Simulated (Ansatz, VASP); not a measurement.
# One calculation of SrO, two programs

Contents of INCAR:

```
ALGO = Normal ; EDIFF = 1E-7
ENCUT = 520 ; GGA = PE
ISIF = 2 ; ISMEAR = 0
LASPH = True ; LCHARG = False
LREAL = False ; LWAVE = False
NBANDS = 24 ; NELM = 100
PREC = Accurate ; SIGMA = 0.01
```

KPOINTS

```
k-points
0
Gamma
  6 6 4
```

POSCAR

```
SrO
1.0
    4.3737008879      0.0000000000      0.0000000000
   -2.1868504439      3.7877360774      0.0000000000
    0.0000000000      0.0000000000      5.2848562760
Sr O
2 2
Direct
    0.3333333333      0.6666666667      0.9375089398
    0.6666666667      0.3333333333      0.4375089398
    0.3333333333      0.6666666667      0.4374910602
    0.6666666667      0.3333333333      0.9374910602
```

Input for Ansatz:

```yaml
crystal:
  lattice:
    - [4.3737008879, 0.0, 0.0]
    - [-2.1868504439, 3.7877360774, 0.0]
    - [0.0, 0.0, 5.284856276]
  atoms:
    - { symbol: Sr, position: [0.3333333333, 0.6666666667, 0.9375089398] }
    - { symbol: Sr, position: [0.6666666667, 0.3333333333, 0.4375089398] }
    - { symbol: O, position: [0.3333333333, 0.6666666667, 0.4374910602] }
    - { symbol: O, position: [0.6666666667, 0.3333333333, 0.9374910602] }
kpoints:
  mp_grid: { grid: [6, 6, 4] }
hamiltonian:
  xc: pbe
scf:
  occupations: { method: fixed }
  n_extra_bands: 5
output:
  forces: true
  stress: true
  eigenvalues: true
```

Alike in both runs: task single point; functional PBE; k mesh 6 × 6 × 4; no spin polarisation.

```csv
,VASP,Ansatz
version,VASP 6.6.1,Ansatz 0.2.0
potentials or method,"VASP PAW PBE potentials, release 64 (Sr_sv, O)","plane waves, PAW"
plane-wave cutoff (eV),520,420
occupations,"gaussian, width 0.01 eV",fixed
valence electrons in the cell,32,32
```

```tsv
	VASP	Ansatz	Ansatz less VASP
gap on the k mesh at the Fermi level (eV)	2.41	2.43	+0.015
pressure (GPa)	-3.2	-3.5	-0.33
traceless stress, the component that is largest in VASP (GPa)	-0.19	-0.20	-0.008
```

Ansatz's warnings: structure snapped to symmetry.
